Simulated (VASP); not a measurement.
A run of VASP 6.6.1:

File INCAR:

```
ALGO = Normal ; EDIFF = 1E-7
ENCUT = 520 ; GGA = PS
ISIF = 2 ; ISMEAR = 0
LASPH = True ; LCHARG = False
LREAL = False ; LWAVE = False
NBANDS = 8 ; NELM = 60
PREC = Accurate ; SIGMA = 0.1
```

KPOINTS

```
k-points
0
Gamma
  18 18 18
```

File POSCAR:

```
Al
1.0
    0.0000000000      2.0076963001      2.0076963001
    2.0076963001      0.0000000000      2.0076963001
    2.0076963001      2.0076963001      0.0000000000
Al
1
Direct
    0.0000000000      0.0000000000      0.0000000000
```

Potentials or basis: VASP PAW PBE potentials, release 64 (Al).

The run is started by

```sh
$ cat potpaw_PBE.64/Al/POTCAR > POTCAR
$ mpirun -np 1 vasp_std > vasp.out
```

Hardware: 1 thread of AMD EPYC 7R13 Processor (Zen 3), on a shared host.

Estimate the wall time of this run.

Run time: 17 s on 1 thread of AMD EPYC 7R13 Processor (Zen 3), with other jobs on the host, peak memory 0.11 GiB. Counts: scf iterations 11, k points 195.
